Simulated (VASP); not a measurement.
The system is As2Pt.

```
As Pt
1.0
     6.05757    0.00000    0.00000
     0.00000    6.05757    0.00000
     0.00000    0.00000    6.05757
As Pt
8 4
Cartesian
  2.3232 2.3232 2.3232
  0.7056 3.7344 5.3519
  5.3519 0.7056 3.7344
  3.7344 5.3519 0.7056
  3.7344 3.7344 3.7344
  5.3519 2.3232 0.7056
  0.7056 5.3519 2.3232
  2.3232 0.7056 5.3519
  0.0000 0.0000 0.0000
  3.0288 0.0000 3.0288
  3.0288 3.0288 0.0000
  0.0000 3.0288 3.0288
```

```yaml
Program: VASP 6.6.1
Task: relaxation of cell and atoms
Functional: LDA
Potentials_or_basis: VASP PAW LDA potentials, release 64 (As, Pt)
Cutoff: 500 eV
k_mesh: 4 × 4 × 4
Occupations: fermi-dirac, width 0.02 eV
Spin: no spin polarisation
```

At the start: pressure -7.7 GPa; volume 18.52 Å³/atom.

Problem. Where does the relaxation end?

Solution. Over 9 steps the energy falls by 24.4 meV/atom and the volume is 17.56 Å³/atom (-5.2 %); space group Pa-3 (No. 205, to 0.1 Å) before and after.

Step by step:
| step | energy change (eV) | largest force (eV/Å) | pressure (GPa) | volume (Å³) |
| --- | --- | --- | --- | --- |
| 1 | 0.0000 | 0.0219 | -7.67 | 222.28 |
| 2 | 0.4214 | 0.1952 | 15.62 | 194.95 |
| 3 | -0.2911 | 0.0884 | -0.18 | 210.99 |
| 4 | -0.2912 | 0.0898 | 0.00 | 210.76 |
| 5 | -0.2911 | 0.0912 | 0.17 | 210.54 |
| 6 | -0.2926 | 0.0104 | 0.18 | 210.48 |
| 7 | -0.2927 | 0.0022 | 0.18 | 210.48 |
| 8 | -0.2925 | 0.0022 | -0.26 | 211.03 |
| 9 | -0.2928 | 0.0003 | 0.00 | 210.72 |

Final structure:
```
As Pt
1.0
     5.95068    0.00000    0.00000
     0.00000    5.95068    0.00000
     0.00000    0.00000    5.95068
As Pt
8 4
Direct
  0.38305 0.38305 0.38305
  0.11695 0.61695 0.88305
  0.88305 0.11695 0.61695
  0.61695 0.88305 0.11695
  0.61695 0.61695 0.61695
  0.88305 0.38305 0.11695
  0.11695 0.88305 0.38305
  0.38305 0.11695 0.88305
  0.00000 0.00000 0.00000
  0.50000 0.00000 0.50000
  0.50000 0.50000 0.00000
  0.00000 0.50000 0.50000
```
